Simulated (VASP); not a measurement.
A run of VASP 6.6.1 is set up as follows.

Contents of INCAR:

```
ALGO = Normal
EDIFF = 1E-6
ENCUT = 520
GGA = PE
ISIF = 2
ISMEAR = 0
IVDW = 12
LASPH = True
LCHARG = False
LREAL = False
LWAVE = False
NBANDS = 30
NELM = 100
PREC = Accurate
SIGMA = 0.05
```

The input KPOINTS:

```
k-points
0
Gamma
  7 7 2
```

File POSCAR:

```
N
1.0
   -3.8165516810      0.0000000000      0.0000000000
   -1.9082758405     -3.3052307106      0.0000000000
   -1.9080850129     -1.1016333958     14.8290392674
N
8
Direct
    0.0293099163      0.0293099163      0.9121614671
    0.1959599163      0.1959599163      0.4121614671
    0.0540817503      0.0540817503      0.8378385329
    0.2207317503      0.2207317503      0.3378385329
    0.6126182497      0.6126182497      0.1621614671
    0.4459682497      0.4459682497      0.6621614671
    0.6373900837      0.6373900837      0.0878385329
    0.4707400837      0.4707400837      0.5878385329
```

Potentials or basis: VASP PAW PBE potentials, release 64 (N).

The run is started by

```bash
$ cat potpaw_PBE.64/N/POTCAR > POTCAR
$ mpirun -np 1 vasp_std > vasp.out
```

**Question.** What does it give for the band gap on the k mesh?

**Answer.** 7.12 eV (least direct gap 7.24 eV).

**Question.** Estimate the dispersion energy per atom.

**Answer.** -0.052 eV.

**Question.** Predict the pressure.

**Answer.** 2.0 GPa.

Stress tensor (GPa, compression positive):
```
-0.21  0.00  0.00
 0.00 -0.21  0.00
 0.00  0.00  6.31
```

Caveat: the cell differs from its parent crystal (the part above a cut slid along it); the standard files for N, O and F lose accuracy on very short bonds; the stress differs along the axes, from -0 to 6 GPa; forces of over 1 eV/Å act on the atoms, so gaps and moduli don't describe the material at rest. A k mesh can miss the band edges.
